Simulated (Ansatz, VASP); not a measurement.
AlAs: VASP beside Ansatz

```
Al As
1.0
     0.00000    2.83050    2.83050
     2.83050    0.00000    2.83050
     2.83050    2.83050    0.00000
Al As
1 1
Direct
  0.00000 0.00000 0.00000
  0.25000 0.25000 0.25000
```

Alike in both runs: task single point; functional LDA; k mesh 6 × 6 × 6; occupations gaussian, width 0.1 eV; no spin polarisation.

|  | VASP | Ansatz |
| --- | --- | --- |
| version | VASP 6.6.1 | Ansatz 0.2.0 |
| potentials or method | VASP PAW LDA potentials, release 64 (Al, As), cutoff 500 eV | scalar-relativistic, plane waves, PAW |
| valence electrons in the cell | 8 | 18 |

```tsv
	VASP	Ansatz	Ansatz less VASP
gap on the k mesh at the Fermi level (eV)	1.33	1.35	+0.013
least direct gap on the mesh (eV)	1.88	1.85	-0.035
pressure (GPa)	-0.9	-1.2	-0.33
```

LDA's correlation is that of Perdew and Zunger in VASP and of Perdew and Wang (1992) in Ansatz. VASP's potentials hold 8 valence electrons a cell and Ansatz's 18, so a difference there can come from the potentials and not from the codes.
